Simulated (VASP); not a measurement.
LiCl, 4 atoms in the cell. It takes space group Immm (No. 71, orthorhombic). The conventional cell has a = 3.575 Å, b = 6.298 Å, c = 6.638 Å, α = 90.00°, β = 90.00°, γ = 90.00°. Li (site symmetry m2m) has 6 Cl at 2.43 to 2.79 Å and 1 Li at 2.90 Å within 3.2 Å. Within 3.2 Å of Cl (site symmetry mm2) lie 6 Li at 2.43 to 2.79 Å and 1 Cl at 3.16 Å. 

```yaml
Program: VASP 6.6.1
Task: single point
Functional: PBE
Potentials_or_basis: VASP PAW PBE potentials, release 64 (Li_sv, Cl)
Cutoff: 520 eV
k_mesh: 8 × 8 × 8
Occupations: gaussian, width 0.02 eV
Spin: no spin polarisation
Dipole_correction: no
Further_INCAR_settings: ALGO = Normal; EDIFF = 1e-06; NBANDS = 18
```

Potentials or basis: VASP PAW PBE potentials, release 64 (Li_sv, Cl).

Run with:

```bash
$ cat potpaw_PBE.64/Li_sv/POTCAR potpaw_PBE.64/Cl/POTCAR > POTCAR
$ mpirun -np 1 vasp_std > vasp.out
```

Hardware: 1 thread of Intel Xeon 8259CL (shared host).

Q: Estimate the wall time of this run.

A: It took 3.4 min on 1 thread of Intel Xeon 8259CL, on a shared host, peak memory 0.29 GiB. Counts: scf iterations 13, k points 95.
